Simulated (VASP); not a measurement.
# BaTiO3 (R3m) in VASP: further runs

BaTiO3 is run at these levels: PBE; tasks: single point.

Program: VASP 6.6.1. These are calculated values, not measurements. Logs are shortened: lines on timing, memory, paths and dates and some standing lists are left out, and cuts for length are marked.

### Step 1. The cell of the first run

Symmetry: R3m, No. 160, trigonal system. The conventional cell has a = 5.655 Å, b = 5.655 Å, c = 6.745 Å, α = 90.00°, β = 90.00°, γ = 120.00°. Within 3.6 Å of Ba (site symmetry 3m) lie 12 O at 2.74 to 2.83 Å and 8 Ti at 3.32 to 3.47 Å. Within 2.5 Å of Ti (site symmetry 3m) lie 6 O at 1.91 to 2.06 Å. O (site symmetry m) has 2 Ti at 1.91 to 2.06 Å within 2.5 Å.

### Step 2. Single point, PBE (z stretched by -3 %, then relaxed in part)

INCAR

```
SYSTEM = BaTiO3
PREC = Accurate ; ENCUT = 520
EDIFF = 1E-6 ; ISMEAR = -1
SIGMA = 0.02 ; LREAL = .False.
LASPH = .True. ; NELM = 100
ALGO = Normal ; ISIF = 2
LWAVE = .False. ; LCHARG = .True.
GGA = PE ; LELF = .True.
LVHAR = .True. ; NBANDS = 28
```

KPOINTS

```
regular mesh
0
Gamma
  8 8 8
  0 0 0
```

POSCAR

```
BaTiO3
1.0
    2.8276671207      1.6325543733      2.2482000523
   -2.8276671207      1.6325543733      2.2482000523
    0.0000000000     -3.2651087466      2.2482000523
Ba Ti O
1 1 3
Direct
    0.0005096766      0.0005096766      0.0005096766
    0.4922986159      0.4922986159      0.4922986159
    0.5079921629      0.5079921629      0.0125073816
    0.0125073816      0.5079921629      0.5079921629
    0.5079921629      0.0125073816      0.5079921629
```

Potentials or basis: VASP PAW PBE potentials, release 64 (Ba_sv, Ti_sv, O).

The run is started by

```sh
> cat potpaw_PBE.64/Ba_sv/POTCAR potpaw_PBE.64/Ti_sv/POTCAR potpaw_PBE.64/O/POTCAR > POTCAR
> mpirun -np 1 vasp_std > vasp.out
```

OUTCAR:

```text
SYSTEM = BaTiO3
   PREC = Accurate
   ENCUT = 520
   EDIFF = 1E-6
   ISMEAR = -1
   LREAL = .False.
   LASPH = .True.
   NELM = 100
   ISIF = 2
   GGA = PE

 ion  position               nearest neighbor table
   1  0.001  0.001  0.001-   3 2.74   4 2.74   5 2.74   3 2.82   4 2.82   5 2.82   4 2.83   5 2.83
                             5 2.83   4 2.83   3 2.83   3 2.83   2 3.32   2 3.43   2 3.44   2 3.44
   2  0.492  0.492  0.492-   3 1.91   4 1.91   5 1.91   3 2.06   4 2.06   5 2.06   1 3.32   1 3.43
                             1 3.44   1 3.44   1 3.44   1 3.47   1 3.47   1 3.47
   3  0.508  0.508  0.013-   2 1.91   2 2.06   1 2.74   1 2.82   1 2.83   1 2.83
   4  0.013  0.508  0.508-   2 1.91   2 2.06   1 2.74   1 2.82   1 2.83   1 2.83
   5  0.508  0.013  0.508-   2 1.91   2 2.06   1 2.74   1 2.82   1 2.83   1 2.83

  LATTYP: Found a trigonal (rhomboedric) cell.
 ALAT       =     3.9642576357
 COS(alpha) =    -0.0175665377

  Lattice vectors:

 A1 = (   2.8276671207,   1.6325543733,   2.2482000523)
 A2 = (  -2.8276671207,   1.6325543733,   2.2482000523)
 A3 = (   0.0000000000,  -3.2651087466,   2.2482000523)

Analysis of symmetry for initial positions (statically):
=====================================================================
 Subroutine PRICEL returns:
 Original cell was already a primitive cell.

 Routine SETGRP: Setting up the symmetry group for a
 trigonal (rhombohedral) supercell.

 Subroutine GETGRP returns: Found  6 space group operations
 (whereof  6 operations were pure point group operations)
 out of a pool of 12 trial point group operations.

The static configuration has the point symmetry C_3v.

Analysis of symmetry for dynamics (positions and initial velocities):
=====================================================================
 Subroutine PRICEL returns:
 Original cell was already a primitive cell.

 Routine SETGRP: Setting up the symmetry group for a
 trigonal (rhombohedral) supercell.

 Subroutine GETGRP returns: Found  6 space group operations
 (whereof  6 operations were pure point group operations)
 out of a pool of 12 trial point group operations.

The dynamic configuration has the point symmetry C_3v.

 Subroutine INISYM returns: Found  6 space group operations
 (whereof  6 operations are pure point group operations),
 and found     1 'primitive' translations

[... 87 lines left out ...]
   ions per type =               1   1   3
   NGX,Y,Z   is equivalent  to a cutoff of  12.58, 12.58, 12.58 a.u.
   NGXF,Y,Z  is equivalent  to a cutoff of  25.16, 25.16, 25.16 a.u.
 SYSTEM =  BaTiO3
   PREC   = accura    normal or accurate (medium, high low for compatibility)
   ISTART =      0    job   : 0-new  1-cont  2-samecut
   ICHARG =      2    charge: 1-file 2-atom 10-const
   ISPIN  =      1    spin polarized calculation?
   LNONCOLLINEAR =      F non collinear calculations
   LSORBIT =      F    spin-orbit coupling
   LASPH  =      T    aspherical Exc in radial PAW
   ENCUT  =  520.0 eV  38.22 Ry    6.18 a.u.   7.37  7.37  7.37*2*pi/ulx,y,z
   NELM   =    100;   NELMIN=  2; NELMDL= -5     # of ELM steps
   EDIFF  = 0.1E-05   stopping-criterion for ELM
   LREAL  =      F    real-space projection
   EDIFFG = 0.1E-04   stopping-criterion for IOM
   NSW    =      0    number of steps for IOM
   IBRION =     -1    ionic relax: 0-MD 1-quasi-New 2-CG
   NFREE  =      0    steps in history (QN), initial steepest desc. (CG)
   ISIF   =      2    stress and relaxation
   ISYM   =      2    0-nonsym 1-usesym 2-fastsym
   POTIM  = 0.5000    time-step for ionic-motion
   TEBEG  =    0.0;   TEEND  =   0.0 temperature during run
   PSTRESS=    0.0 pullay stress
   NELECT =      40.0000    total number of electrons
   NUPDOWN=      -1.0000    fix difference up-down
   EMIN   =  10.00;   EMAX   =-10.00  energy-range for DOS
   EFERMI =   0.00;   METHOD = LEGACY
   ISMEAR =    -1;   SIGMA  =   0.02  broadening in eV -4-tet -1-fermi 0-gaus
   EFERMI_NEDOS =   21; number of points for ismear=-14 and -15
   IALGO  =     38    algorithm
   IMIX   =      4    mixing-type and parameters
     AMIX     =   0.40;   BMIX     =  1.00
     AMIX_MAG =   1.60;   BMIX_MAG =  1.00
  volume/ion in A,a.u.               =      12.45        84.04
  Fermi-wavevector in a.u.,A,eV,Ry     =   1.412540  2.669314 27.147290  1.995269
  Thomas-Fermi vector in A             =   2.534278
   LORBIT       =      0    0 simple, 1 ext, 2 COOP (PROOUT), +10 PAW based schemes
   GGA     = PE    functional components
[... 5 lines left out ...]
 non-spin polarized calculation
  energy-cutoff  :      520.00
  volume of cell :       62.27
 maximum number of plane-waves:      1719
 NGX is ok and might be reduce to    30
   NGX = 15   NGY = 15   NGZ = 15

 number of electron      40.0000020 magnetization

 Free energy of the ion-electron system (eV)
  ---------------------------------------------------
  ext. energy  EPLUGINS =         0.00000000
  ---------------------------------------------------
  free energy    TOTEN  =       -39.86770217 eV

  energy without entropy =      -39.86770217  energy(sigma->0) =      -39.86770217

 E-fermi :   4.5656     XC(G=0): -11.4085

 val. band max:        4.0726850941   @ k =   0.5000   0.5000   0.5000
 cond. band min:       6.1281464016   @ k =   0.0000   0.0000   0.0000
 fundamental gap:      2.0554613076
 Fermi energy:         4.5655690793

 k-point     1 :       0.0000    0.0000    0.0000
  band No.  band energies     occupation
      1     -52.3352      2.00000
      2     -28.5952      2.00000
      3     -28.5730      2.00000
      4     -28.5730      2.00000
      5     -20.7038      2.00000
      6     -12.8940      2.00000
[... 733 lines left out ...]
     27      11.7296      0.00000
     28      12.8828      0.00000

 [... further k-points ...]
[... 5 lines left out ...]
  --------------------------------------------------------------------------------------
  -------------------------------------------------------------------------------------
  Total        3.2106433      3.2106433      6.0240604      0.0000000      0.0000000      0.0000000
  in kB       82.6076933     82.6076933    154.9950247      0.0000000      0.0000000      0.0000000
  external PRESSURE =     106.7368038 kB  Pullay stress =       0.0000000 kB

 VOLUME and BASIS-vectors are now :
 -----------------------------------------------------------------------------
  energy-cutoff  :      520.00
  volume of cell :       62.27
      direct lattice vectors                 reciprocal lattice vectors
     2.827667121  1.632554373  2.248200052     0.176824208  0.102089504  0.148266758
    -2.827667121  1.632554373  2.248200052    -0.176824208  0.102089504  0.148266758
     0.000000000 -3.265108747  2.248200052     0.000000000 -0.204179009  0.148266758

 POSITION                                       TOTAL-FORCE (eV/Angst)
 -----------------------------------------------------------------------------------
      0.00000      0.00000      0.00344         0.000000      0.000000      0.026887
      0.00000      0.00000      3.32036         0.000000      0.000000      0.042671
      0.00000      1.61781      2.31226         0.000000      0.016507     -0.023186
     -1.40107     -0.80891      2.31226        -0.014295     -0.008253     -0.023186
      1.40107     -0.80891      2.31226         0.014295     -0.008253     -0.023186
 -----------------------------------------------------------------------------------
    total drift:                                0.000000      0.000005     -0.000925

  FREE ENERGIE OF THE ION-ELECTRON SYSTEM (eV)
  ---------------------------------------------------
  free  energy   TOTEN  =       -39.8677021681 eV

  energy  without entropy=      -39.8677021681  energy(sigma->0) =      -39.86770217
```

stdout:

```text
POSCAR found type information on POSCAR BaTiO
 POSCAR found :  3 types and       5 ions
 scaLAPACK will be used
 LDA part: xc-table for (Slater+PW92), standard interpolation
 POSCAR, INCAR and KPOINTS ok, starting setup
 FFT: planning ... GRIDC
 FFT: planning ... GRID_SOFT
 FFT: planning ... GRID
 WAVECAR not read
 entering main loop
```

Run time: 59 s. Hardware: 1 thread of Intel Xeon 6975P-C (Granite Rapids), shared host; peak memory 0.24 GiB.

Results:

```
Free energy            : -39.8677 eV
Pressure               : 10.7 GPa
Largest force          : 0.043 eV/Å
Band gap on the k mesh : 2.06 eV, indirect (least direct gap 2.29 eV)
```

Forces in eV/Å, atoms in the order of the input:
```
Ba   0.000  0.000  0.027
Ti   0.000  0.000  0.043
O    0.000  0.017 -0.023
O   -0.014 -0.008 -0.023
O    0.014 -0.008 -0.023
```

Stress tensor (GPa, compression positive):
```
 8.26  0.00  0.00
 0.00  8.26  0.00
 0.00  0.00 15.50
```

Caveat: the cell differs from its parent crystal (z stretched by -3 %, then relaxed in part); spin-orbit coupling is left out, which moves the levels of the heavy elements. A k mesh can miss the band edges.

[end of part 1 of 2]
